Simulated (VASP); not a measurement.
# GaN in VASP: settings compared, part 2 of 2

VASP 6.6.1. Earlier steps stand in the parts before.

## 3. Single point, PBE (strain along [111] +3.0%)

INCAR reads:

```
PREC     = Accurate       # precision mode
ENCUT    = 520            # plane-wave cutoff, eV
EDIFF    = 1E-6           # SCF threshold, eV
ISMEAR   = -1             # smearing method
SIGMA    = 0.02           # smearing width, eV
LREAL    = False          # projectors in reciprocal space
LASPH    = True           # aspherical terms in the spheres
NELM     = 60             # most SCF steps
ALGO     = Normal         # electronic algorithm
ISIF     = 2              # what is computed and relaxed
LWAVE    = False          # write WAVECAR
LCHARG   = False          # write CHGCAR
GGA      = PE             # functional
NBANDS   = 16             # bands
```

KPOINTS reads:

```
Automatic mesh
0
Gamma
  10 10 10
```

POSCAR reads:

```
GaN
1.0
    0.0421703047      2.1506855410      2.1506855410
    2.1506855410      0.0421703047      2.1506855410
    2.1506855410      2.1506855410      0.0421703047
Ga N
1 1
Direct
    0.0000000000      0.0000000000      0.0000000000
    0.5000000000      0.5000000000      0.5000000000
```

Potentials or basis: VASP PAW PBE potentials, release 64 (Ga_d, N).

Command:

```console
$ cat potpaw_PBE.64/Ga_d/POTCAR potpaw_PBE.64/N/POTCAR > POTCAR
$ mpirun -np 1 vasp_std > vasp.out
```

OUTCAR:

```text
PREC = Accurate
   ENCUT = 520
   EDIFF = 1E-6
   ISMEAR = -1
   LREAL = False
   LASPH = True
   NELM = 60
   ISIF = 2
   GGA = PE

 ion  position               nearest neighbor table
   1  0.000  0.000  0.000-   2 2.13   2 2.13   2 2.13   2 2.13   2 2.13   2 2.13
   2  0.500  0.500  0.500-   1 2.13   1 2.13   1 2.13   1 2.13   1 2.13   1 2.13

  LATTYP: Found a trigonal (rhomboedric) cell.
 ALAT       =     3.0418209887
 COS(alpha) =     0.5195079762

  Lattice vectors:

 A1 = (   0.0421703047,   2.1506855410,   2.1506855410)
 A2 = (   2.1506855410,   0.0421703047,   2.1506855410)
 A3 = (   2.1506855410,   2.1506855410,   0.0421703047)

Analysis of symmetry for initial positions (statically):
=====================================================================
 Subroutine PRICEL returns:
 Original cell was already a primitive cell.

 Routine SETGRP: Setting up the symmetry group for a
 trigonal (rhombohedral) supercell.

 Subroutine GETGRP returns: Found 12 space group operations
 (whereof 12 operations were pure point group operations)
 out of a pool of 12 trial point group operations.

The static configuration has the point symmetry D_3d.

Analysis of symmetry for dynamics (positions and initial velocities):
=====================================================================
 Subroutine PRICEL returns:
 Original cell was already a primitive cell.

 Routine SETGRP: Setting up the symmetry group for a
 trigonal (rhombohedral) supercell.

 Subroutine GETGRP returns: Found 12 space group operations
 (whereof 12 operations were pure point group operations)
 out of a pool of 12 trial point group operations.

The dynamic configuration has the point symmetry D_3d.

 Subroutine INISYM returns: Found 12 space group operations
 (whereof 12 operations are pure point group operations),
 and found     1 'primitive' translations

----------------------------------------------------------------------------------------

[... 111 lines left out ...]
     AMIX     =   0.40;   BMIX     =  1.00
     AMIX_MAG =   1.60;   BMIX_MAG =  1.00
  volume/ion in A,a.u.               =       9.66        65.16
  Fermi-wavevector in a.u.,A,eV,Ry     =   1.599189  3.022029 34.795622  2.557406
  Thomas-Fermi vector in A             =   2.696521
   LORBIT       =      0    0 simple, 1 ext, 2 COOP (PROOUT), +10 PAW based schemes
   GGA     = PE    functional components
   LHFCALC =     F    Hartree Fock is set to
   AEXX    =    0.0000 exact exchange contribution
   IVDW    =     0    specifies the selected vdW correction
   LEPSILON=     F    determine dielectric tensor
   LRPA    =     F    only Hartree local field effects (RPA)
 non-spin polarized calculation
  energy-cutoff  :      520.00
  volume of cell :       19.31
 maximum number of plane-waves:       540
   NGX = 11   NGY = 11   NGZ = 11

 number of electron      18.0000006 magnetization

 Free energy of the ion-electron system (eV)
  ---------------------------------------------------
  ext. energy  EPLUGINS =         0.00000000
  ---------------------------------------------------
  free energy    TOTEN  =       -11.19031240 eV

  energy without entropy =      -11.19031193  energy(sigma->0) =      -11.19031216

 E-fermi :   7.8839     XC(G=0): -12.9513

 val. band max:        7.6744031221   @ k =   0.3000   0.2000   0.2000
 cond. band min:       8.0559281163   @ k =   0.5000   0.5000   0.0000
 fundamental gap:      0.3815249943
 Fermi energy:         7.8839154279

 k-point     1 :       0.0000    0.0000    0.0000
  band No.  band energies     occupation
      1      -9.4586      2.00000
      2      -6.3927      2.00000
      3      -6.3878      2.00000
      4      -6.3878      2.00000
      5      -6.2927      2.00000
      6      -6.2927      2.00000
[... 433 lines left out ...]
      3      -6.2614      2.00000
      4      -6.2160      2.00000
      5      -6.1635      2.00000
      6      -5.1035      2.00000
[... 8 lines left out ...]
     15      32.0087      0.00000
     16      33.5519      0.00000

 [... further k-points ...]

------------------------ aborting loop because EDIFF is reached ----------------------------------------

  FORCE on cell =-STRESS in cart. coord.  units (eV):
  Direction    XX          YY          ZZ          XY          YZ          ZX
  --------------------------------------------------------------------------------------
  -------------------------------------------------------------------------------------
  Total        0.2689986      0.2689986      0.2689986     -0.5063103     -0.5063103     -0.5063103
  in kB       22.3184007     22.3184007     22.3184007    -42.0077918    -42.0077918    -42.0077918
  external PRESSURE =      22.3184007 kB  Pullay stress =       0.0000000 kB

 VOLUME and BASIS-vectors are now :
 -----------------------------------------------------------------------------
  energy-cutoff  :      520.00
  volume of cell :       19.31
      direct lattice vectors                 reciprocal lattice vectors
     0.042170305  2.150685541  2.150685541    -0.239435960  0.234831422  0.234831422
     2.150685541  0.042170305  2.150685541     0.234831422 -0.239435960  0.234831422
     2.150685541  2.150685541  0.042170305     0.234831422  0.234831422 -0.239435960

 POSITION                                       TOTAL-FORCE (eV/Angst)
 -----------------------------------------------------------------------------------
      0.00000      0.00000      0.00000         0.000000     -0.000000      0.000000
      2.17177      2.17177      2.17177        -0.000000      0.000000     -0.000000
 -----------------------------------------------------------------------------------
    total drift:                                0.000000     -0.000000     -0.000000

  FREE ENERGIE OF THE ION-ELECTRON SYSTEM (eV)
  ---------------------------------------------------
  free  energy   TOTEN  =       -11.1903123956 eV

  energy  without entropy=      -11.1903119265  energy(sigma->0) =      -11.19031216
```

OSZICAR:

```text
N       E                     dE             d eps       ncg     rms          rms(c)
DAV:   1     0.758237141234E+02    0.75824E+02   -0.91068E+03  4224   0.211E+03
DAV:   2    -0.829036196462E+01   -0.84114E+02   -0.78623E+02  4280   0.321E+02
DAV:   3    -0.129489627611E+02   -0.46586E+01   -0.46416E+01  4256   0.645E+01
DAV:   4    -0.129912610956E+02   -0.42298E-01   -0.42292E-01  4664   0.648E+00
DAV:   5    -0.129917498838E+02   -0.48879E-03   -0.48878E-03  4408   0.640E-01    0.728E+00
DAV:   6    -0.112139791545E+02    0.17778E+01   -0.44120E+00  5352   0.391E+01    0.240E+00
DAV:   7    -0.112054429498E+02    0.85362E-02   -0.22423E-01  4528   0.529E+00    0.156E+00
DAV:   8    -0.111922781581E+02    0.13165E-01   -0.35659E-02  4144   0.211E+00    0.556E-01
DAV:   9    -0.111902919620E+02    0.19862E-02   -0.69357E-03  4504   0.182E+00    0.123E-01
DAV:  10    -0.111903202771E+02   -0.28315E-04   -0.63285E-04  4272   0.301E-01    0.323E-02
DAV:  11    -0.111903108485E+02    0.94286E-05   -0.46032E-05  4648   0.776E-02    0.869E-03
DAV:  12    -0.111903124987E+02   -0.16502E-05   -0.31289E-06  4504   0.303E-02    0.399E-03
DAV:  13    -0.111903123956E+02    0.10309E-06   -0.21318E-07  2288   0.503E-03
   1 F= -.11190312E+02 E0= -.11190312E+02  d E =-.469027E-06
```

stdout:

```text
POSCAR found type information on POSCAR GaN
 POSCAR found :  2 types and       2 ions
 scaLAPACK will be used
 LDA part: xc-table for (Slater+PW92), standard interpolation
 POSCAR, INCAR and KPOINTS ok, starting setup
 FFT: planning ... GRIDC
 FFT: planning ... GRID_SOFT
 FFT: planning ... GRID
 WAVECAR not read
 entering main loop
```

Run time: 30 s. Hardware: 1 thread of Intel Xeon 6975P-C, shared host; peak memory 0.16 GiB.

What came out:

```
Free energy            : -11.1903 eV
Pressure               : 2.2 GPa
Band gap on the k mesh : 0.38 eV, indirect (least direct gap 2.31 eV)
```

Stress tensor (GPa, compression positive):
```
 2.23 -4.20 -4.20
-4.20  2.23 -4.20
-4.20 -4.20  2.23
```

Caveat: the cell differs from its parent crystal (strain along [111] +3.0%). A k mesh can miss the band edges.

## 4. Single point, PBE (epitaxial 111 strain +2.5%)

INCAR reads:

```
PREC     = Accurate       # precision mode
ENCUT    = 520            # plane-wave cutoff, eV
EDIFF    = 1E-6           # SCF threshold, eV
ISMEAR   = -1             # smearing method
SIGMA    = 0.02           # smearing width, eV
LREAL    = F              # projectors in reciprocal space
LASPH    = T              # aspherical terms in the spheres
NELM     = 60             # most SCF steps
ALGO     = Normal         # electronic algorithm
ISIF     = 2              # what is computed and relaxed
LWAVE    = F              # write WAVECAR
LCHARG   = T              # write CHGCAR
GGA      = PE             # functional
LELF     = T              # ELF
LVHAR    = T            
NBANDS   = 16             # bands
```

KPOINTS is that of step 3.

POSCAR reads:

```
GaN
1.0
   -0.0456476556      2.1155804615      2.1155804615
    2.1155804615     -0.0456476556      2.1155804615
    2.1155804615      2.1155804615     -0.0456476556
Ga N
1 1
Direct
    0.0000000000      0.0000000000      0.0000000000
    0.5000000000      0.5000000000      0.5000000000
```

Command:

```console
$ cat potpaw_PBE.64/Ga_d/POTCAR potpaw_PBE.64/N/POTCAR > POTCAR
$ mpirun -np 1 vasp_std > vasp.out
```

Run time: 34 s. Hardware: 1 thread of Intel Xeon 6975P-C, shared host; peak memory 0.16 GiB.

The run converged. Its results:

| Item | Value |
| --- | --- |
| Free energy | -11.1898 eV |
| Pressure | -0.4 GPa |
| Band gap on the k mesh | 0.30 eV, indirect (least direct gap 2.03 eV) |

Stress tensor (GPa, compression positive):
```
-0.38  4.22  4.22
 4.22 -0.38  4.22
 4.22  4.22 -0.38
```

Levels at points of the mesh, in eV from the valence-band top:
```
           k point  band 6  band 7  band 8  band 9  band 10  band 11  band 12  band 13
(0.00, 0.00, 0.00)  -13.98   -0.66   -0.66   -0.28     1.76    14.15    14.15    15.14
(0.50, 0.00, 0.00)  -13.87   -8.21   -0.26   -0.10     4.58     8.84     8.86     9.18
(0.50, 0.50, 0.00)  -11.13   -6.91   -3.17   -2.77     0.30     7.76    11.45    13.89
(0.50, 0.50, 0.50)  -13.86   -7.86   -0.37   -0.37     4.12     8.40     8.40     8.91
```

Caveat: the cell differs from its parent crystal (epitaxial 111 strain +2.5%).

## 5. Single point, PBE (shear xy strain +1.0%)

INCAR reads:

```
  PREC = Accurate
  ENCUT = 520
  EDIFF = 1E-6
  ISMEAR = -1
  SIGMA = 0.02
  LREAL = F
  LASPH = T
  NELM = 100
  ALGO = Normal
  ISIF = 2
  LWAVE = F
  LCHARG = F
  GGA = PE
  NBANDS = 16
```

KPOINTS reads:

```
regular mesh
0
Gamma
  10 10 10
```

POSCAR reads:

```
GaN
1.0
    0.0105425762      2.1085152362      2.1085152362
    2.1085152362      0.0105425762      2.1085152362
    2.1190578124      2.1190578124      0.0000000000
Ga N
1 1
Direct
    0.0000000000      0.0000000000      0.0000000000
    0.5000000000      0.5000000000      0.5000000000
```

Command:

```console
$ cat potpaw_PBE.64/Ga_d/POTCAR potpaw_PBE.64/N/POTCAR > POTCAR
$ mpirun -np 1 vasp_std > vasp.out
```

Wall time 44 s (1 thread of Intel Xeon 6975P-C, shared host); peak memory 0.18 GiB.

It converged, with:

- Free energy: -11.1840 eV
- Pressure: 9.1 GPa
- Band gap on the k mesh: 0.62 eV, indirect (least direct gap 2.77 eV)

Stress tensor (GPa, compression positive):
```
 9.11 -2.16  0.00
-2.16  9.11  0.00
 0.00  0.00  9.08
```

Levels at points of the mesh, in eV from the valence-band top:
```tsv
k point	band 6	band 7	band 8	band 9	band 10	band 11	band 12	band 13
(0.00, 0.00, 0.00)	-13.90	-0.60	-0.53	-0.47	2.30	14.60	14.75	14.90
(0.50, 0.00, 0.00)	-13.77	-8.26	-0.23	-0.19	4.65	9.02	9.09	9.49
(0.50, 0.50, 0.00)	-10.99	-7.19	-3.18	-2.98	0.62	7.83	11.98	14.54
(0.00, 0.00, 0.50)	-13.77	-8.34	-0.18	-0.14	4.77	9.16	9.23	9.47
(0.50, 0.00, 0.50)	-10.99	-7.19	-3.08	-3.08	0.62	7.82	11.97	14.58
```

Caveat: the cell differs from its parent crystal (shear xy strain +1.0%). A k mesh can miss the band edges.

## 6. Overview

| level | cell | gap on the mesh (eV) | pressure (GPa) |
| --- | --- | --- | --- |
| r2SCAN | a = 3.131 Å, angles 60.0°, 2 atoms | 0.24 | -25.0 |
| PBE | a = 3.042 Å, angles 58.7°, 2 atoms | 0.38 | 2.2 |
| PBE | a = 2.992 Å, angles 61.4°, 2 atoms | 0.30 | -0.4 |
| PBE | a = 2.982, b = 2.982, c = 2.997 Å, angles 59.8, 59.8, 59.7°, 2 atoms | 0.62 | 9.1 |

Alike in all rows: task single point; potentials or basis VASP PAW PBE potentials, release 64 (Ga_d, N); no spin polarisation; k mesh 10 × 10 × 10; cutoff (eV) 520; smearing fermi-dirac 0.02 eV.

Caveats: the PAW data sets were made with another functional, which shifts forces and pressure a little (some runs).

Total energies depend on the potentials used, so only differences within one code and one set of settings carry meaning.
